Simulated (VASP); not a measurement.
As, 2 atoms in the cell. It takes space group R-3m (No. 166, trigonal). Conventional cell: a = 3.724 Å, b = 3.724 Å, c = 9.606 Å, α = 90.00°, β = 90.00°, γ = 120.00°. As (site symmetry 3m) has 6 As at 2.51 to 2.87 Å within 3.3 Å. 

* Program: VASP 6.6.1
* Task: single point
* Functional: PBE
* Potentials or basis: VASP PAW PBE potentials, release 64 (As)
* Cutoff: 520 eV
* k mesh: 13 × 13 × 13
* Occupations: fermi-dirac, width 0.08 eV
* Spin: no spin polarisation
* Dipole correction: no
* Further INCAR settings: ALGO = Normal; EDIFF = 1e-07; NBANDS = 12

Potentials or basis: VASP PAW PBE potentials, release 64 (As).

Launch:

```sh
$ cat potpaw_PBE.64/As/POTCAR > POTCAR
$ mpirun -np 1 vasp_std > vasp.out
```

Hardware: 1 thread of Intel(R) Xeon(R) 6975P-C (Granite Rapids) (shared host).

Task: How long does it take, and how much memory?

Result: Run time: 36 s on 1 thread of Intel(R) Xeon(R) 6975P-C (Granite Rapids), on a shared host, peak memory 0.23 GiB. Counts: scf iterations 11, k points 231.
